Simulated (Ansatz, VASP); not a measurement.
**Ti: VASP beside Ansatz**

```
CELL_PARAMETERS angstrom
0.00000 2.79122 2.79122
2.79122 0.00000 2.79122
2.79122 2.79122 0.00000
ATOMIC_POSITIONS crystal
Ti 0.78500 0.90500 0.90500
Ti 0.21500 0.09500 0.09500
```

Change from the starting cell: shortest bond scaled by 0.76, LAPW.

Alike in both runs: task single point; functional PBEsol; k mesh 9 × 9 × 9; occupations fermi-dirac, width 0.05 eV; no spin polarisation.

|  | VASP | Ansatz |
| --- | --- | --- |
| version | VASP 6.6.1 | Ansatz 0.2.0 |
| potentials or method | VASP PAW PBE potentials, release 64 (Ti_sv), cutoff 500 eV | all-electron LAPW, scalar-relativistic |

|  | VASP | Ansatz | Ansatz less VASP |
| --- | --- | --- | --- |
| pressure (GPa) | 6.9 | 3.8 | -3.10 |
| traceless stress, the component that is largest in VASP (GPa) | -16.53 | -13.40 | +3.136 |
| rms of the force components (eV/Å) | 1.823 | 0.985 | -0.8374 |

VASP's potentials were made for PBE, not for PBEsol. Atom by atom the forces differ by 0.837 eV/Å (rms over components). Ansatz ran all-electron here, and VASP with PAW potentials.
